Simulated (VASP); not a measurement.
A run of VASP 6.6.1:

INCAR

```
SYSTEM = AlFe3B
PREC = Accurate
ENCUT = 520
EDIFF = 1E-6
ISMEAR = -1
SIGMA = 0.05
LREAL = .FALSE.
LASPH = .TRUE.
NELM = 150
ALGO = Normal
ISIF = 2
LWAVE = .FALSE.
LCHARG = .TRUE.
ISPIN = 2
MAGMOM = 3 3 3 0 0
LORBIT = 11
LMAXMIX = 4
GGA = PS
LELF = .TRUE.
LVHAR = .TRUE.
NBANDS = 27
```

File KPOINTS:

```
Automatic mesh
0
G
  7 7 7
  0 0 0
```

File POSCAR:

```
AlFe3B
1.0
    3.8223220000      0.0000000000      0.0000000000
    0.0000000000      3.8223220000      0.0000000000
    0.0000000000      0.0000000000      3.8223220000
Fe Al B
3 1 1
Direct
    0.0000000000      0.0000000000      0.5000000000
    0.0000000000      0.5000000000      0.0000000000
    0.5000000000      0.0000000000      0.0000000000
    0.5000000000      0.5000000000      0.5000000000
    0.0000000000      0.0000000000      0.0000000000
```

Potentials or basis: VASP PAW PBE potentials, release 64 (Fe, Al, B).

Launch:

```console
$ cat potpaw_PBE.64/Fe/POTCAR potpaw_PBE.64/Al/POTCAR potpaw_PBE.64/B/POTCAR > POTCAR
$ mpirun -np 1 vasp_std > vasp.out
```

Hardware: 1 thread of Intel Xeon 8259CL, on a shared host.

Task: How long does it take, and how much memory?

Result: It took 2.1 min on 1 thread of Intel Xeon 8259CL (shared host), peak memory 0.2 GiB. Counts: scf iterations 15, k points 20.
